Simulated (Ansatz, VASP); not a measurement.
# Al2Ni in VASP and in Ansatz

```
Al Ni
1.0
     0.00000    3.52401    3.52401
     3.52401    0.00000    3.52401
     3.52401    3.52401    0.00000
Al Ni
4 2
Direct
  0.12500 0.12500 0.12500
  0.12500 0.12500 0.62500
  0.12500 0.62500 0.12500
  0.62500 0.12500 0.12500
  0.75000 0.75000 0.75000
  0.50000 0.50000 0.50000
```

Alike in both runs: functional PBE; k mesh 10 × 10 × 10; occupations gaussian, width 0.1 eV; no spin polarisation.

Ansatz relaxed the structure, and its values are those at the end. VASP's run is a single point on that final structure, the one shown.

```csv
,VASP,Ansatz
version,VASP 6.6.1,Ansatz 0.2.0
potentials or method,"VASP PAW PBE potentials, release 64 (Al, Ni), cutoff 520 eV","scalar-relativistic, plane waves, PAW"
valence electrons in the cell,32,48
```

VASP gave:

```
gap on the k mesh at the Fermi level (eV) : none
pressure (GPa)                            : 0.2
```

Task: Estimate Ansatz's values.

Result: gap on the k mesh at the Fermi level (eV): none; pressure (GPa): 0.0.

A gap of «none» marks a metal or a gap that the smearing closes. VASP's potentials hold 32 valence electrons a cell and Ansatz's 48, so a difference there can come from the potentials and not from the codes.
